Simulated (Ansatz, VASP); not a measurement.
**One calculation of Zn, two programs**

```xyz
2
Lattice="2.7447 0.0000 0.0000 -1.3724 2.3770 0.0000 0.0000 0.0000 4.9467" Properties=species:S:1:pos:R:3 pbc="T T T"
Zn    0.0000    1.5847    1.2367
Zn    1.3724    0.7923    3.7100
```

Change from the starting cell: equal xx and yy strain of +3 %, crystal datasets.

Alike in both runs: task electric field gradients; functional PBE; k mesh 18 × 18 × 8; occupations fermi-dirac, width 0.03 eV; no spin polarisation.

```csv
,VASP,Ansatz
version,VASP 6.6.1,Ansatz 0.2.0
potentials or method,"VASP PAW PBE potentials, release 64 (Zn), cutoff 520 eV","all-electron PAW with datasets made for the crystal, scalar-relativistic"
```

```csv
,VASP,Ansatz,Ansatz less VASP
pressure (GPa),-3.9,-4.1,-0.25
"traceless stress, the component that is largest in VASP (GPa)",2.05,2.11,+0.067
size of Vzz on the site where it differs most (V/Å²),23.9,24.2,+0.34
```

Ansatz ran all-electron here, and VASP with PAW potentials.
